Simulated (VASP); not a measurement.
Fe3Ge:

```xyz
4
Lattice="3.6605 0.0000 0.0000 0.0000 3.6605 0.0000 0.0000 0.0000 3.6605" Properties=species:S:1:pos:R:3 pbc="T T T"
Fe    0.0000    1.8303    1.8303
Fe    1.8303    1.8303    0.0000
Fe    1.8303    0.0000    1.8303
Ge    0.0000    0.0000    0.0000
```

* Program: VASP 6.6.1
* Task: relaxation of cell and atoms
* Functional: PBEsol
* Dispersion: D3(BJ)
* Potentials or basis: VASP PAW PBE potentials, release 64 (Fe, Ge_d)
* Cutoff: 600 eV
* k mesh: 6 × 6 × 6
* Occupations: fermi-dirac, width 0.1 eV
* Spin: collinear spin, ferromagnetic start
* Starting moments: [4.5, 4.5, 4.5, 0.0] μB

At the start: pressure -15.5 GPa; volume 12.26 Å³/atom.

Where does the relaxation end?

Over 4 steps the energy falls by 56.1 meV/atom and the volume is 11.20 Å³/atom (-8.6 %); space group Pm-3m (No. 221, to 0.1 Å) before and after; moment 6.06 μB per cell.

The path:
| step | energy change (eV) | largest force (eV/Å) | pressure (GPa) | volume (Å³) |
| --- | --- | --- | --- | --- |
| 1 | 0.0000 | 0.0000 | -15.47 | 49.05 |
| 2 | 0.0114 | 0.0000 | 21.52 | 41.11 |
| 3 | -0.2246 | 0.0000 | -0.20 | 44.89 |
| 4 | -0.2246 | 0.0000 | 0.06 | 44.81 |

Final structure:
```cif
data_structure
_symmetry_space_group_name_H-M 'P 1'
_symmetry_Int_Tables_number 1
_cell_length_a 3.5519
_cell_length_b 3.5519
_cell_length_c 3.5519
_cell_angle_alpha 90.000
_cell_angle_beta 90.000
_cell_angle_gamma 90.000
_cell_volume 44.81
loop_
_atom_site_label
_atom_site_type_symbol
_atom_site_fract_x
_atom_site_fract_y
_atom_site_fract_z
_atom_site_occupancy
Fe1 Fe 0.00000 0.50000 0.50000 1
Fe2 Fe 0.50000 0.50000 0.00000 1
Fe3 Fe 0.50000 0.00000 0.50000 1
Ge1 Ge 0.00000 0.00000 0.00000 1
```

Caveat: the PAW data sets were made with another functional, which shifts forces and pressure a little.
